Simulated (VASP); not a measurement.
Input of a VASP 6.6.1 run:

Contents of INCAR:

```
SYSTEM = Cs
PREC     = Accurate       ! precision mode
ENCUT    = 520            ! plane-wave cutoff, eV
EDIFF    = 1E-7           ! SCF threshold, eV
ISMEAR   = -1             ! smearing method
SIGMA    = 0.1            ! smearing width, eV
LREAL    = .False.        ! projectors in reciprocal space
LASPH    = .True.         ! aspherical terms in the spheres
NELM     = 100            ! most SCF steps
ALGO     = Normal         ! electronic algorithm
ISIF     = 2              ! what is computed and relaxed
LWAVE    = .False.        ! write WAVECAR
LCHARG   = .False.        ! write CHGCAR
GGA      = PS             ! functional
NBANDS   = 16             ! bands
```

The input KPOINTS:

```
regular mesh
0
Gamma
  8 8 4
  0 0 0
```

POSCAR

```
Cs
1.0
    5.5928096776      0.0000000000      0.0000000000
   -2.7964048388      4.8435152594      0.0000000000
    0.0000000000      0.0000000000      9.1330582036
Cs
2
Direct
    0.3333333333      0.6666666667      0.2500000000
    0.6666666667      0.3333333333      0.7500000000
```

Potentials or basis: VASP PAW PBE potentials, release 64 (Cs_sv).

Command:

```sh
$ cat potpaw_PBE.64/Cs_sv/POTCAR > POTCAR
$ mpirun -np 1 vasp_std > vasp.out
```

Problem. Predict the pressure.

Solution. -0.2 GPa.

Problem. Estimate the band gap on the k mesh.

Solution. Zero (bands 9 and 10 overlap by 1.62 eV).

Caveat: the PAW data sets were made with another functional, which shifts forces and pressure a little; spin-orbit coupling is left out, which moves the levels of the heavy elements.
